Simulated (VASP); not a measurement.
H: relaxation of shape and atoms at fixed volume with PBE

Crystal: H.

```xyz
4
Lattice="1.8081 -2.9057 0.0000 1.8081 2.9057 0.0000 0.0000 0.0000 6.9105" Properties=species:S:1:pos:R:3 pbc="T T T"
H     1.8081   -0.3108    6.6934
H     1.8081    0.3108    0.2170
H     1.8081    0.3108    3.2382
H     1.8081   -0.3108    3.6722
```

```yaml
Program: VASP 6.6.1
Task: relaxation of shape and atoms at fixed volume
Functional: PBE
Potentials_or_basis: VASP PAW PBE potentials, release 64 (H)
Cutoff: 600 eV
k_mesh: 8 × 8 × 4
Occupations: gaussian, width 0.02 eV
Spin: no spin polarisation
Dipole_correction: no
Further_INCAR_settings: ALGO = Normal; EDIFF = 1e-06; IBRION = 2; EDIFFG = -0.01; NSW = 50; ISIF = 4
```

| Item | Value |
| --- | --- |
| Energy gained by relaxing | 0.5 meV/atom |
| Ionic steps | 3 |
| Pressure after relaxing | 0.0 GPa |
| Band gap on the k mesh | 8.88 eV (least direct gap 9.03 eV) |

Step by step:
```tsv
step	energy change (eV)	largest force (eV/Å)	pressure (GPa)	volume (Å³)
1	0.0000	0.2668	-0.33	72.61
2	0.0103	0.6832	0.70	72.61
3	-0.0021	0.0002	-0.03	72.61
```

Final structure:
```yaml
crystal:
  lattice:
    - [1.80905, -2.90417, 0.00000]
    - [1.80905, 2.90417, 0.00000]
    - [0.00000, 0.00000, 6.91064]
  atoms:
    - { symbol: H, position: [0.55293, 0.44707, 0.96892] }
    - { symbol: H, position: [0.44707, 0.55293, 0.03108] }
    - { symbol: H, position: [0.44707, 0.55293, 0.46892] }
    - { symbol: H, position: [0.55293, 0.44707, 0.53108] }
```

Levels at points of the mesh, in eV from the valence-band top:
```
           k point  band 1  band 2  band 3  band 4  band 5  band 6
(0.00, 0.00, 0.00)   -1.21   -0.74    8.88   11.37   14.93   15.27
(0.50, 0.00, 0.00)   -0.51   -0.17    9.49   11.55   11.80   14.15
(0.50, 0.50, 0.00)   -0.32    0.00    9.03   10.81   12.66   14.34
(0.00, 0.00, 0.50)   -0.99   -0.99   10.04   10.04   14.87   14.87
(0.50, 0.00, 0.50)   -0.35   -0.35   10.22   10.22   13.01   13.01
(0.50, 0.50, 0.50)   -0.17   -0.17    9.71    9.71   13.72   13.72
```

Run time: 27 s on 1 thread of Oxide Virtual Turin-like Processor (shared host), peak memory 0.17 GiB.

Caveat: this functional lacks dispersion, which holds the molecules together, so the pressure and a relaxed volume are unreliable. A k mesh can miss the band edges.
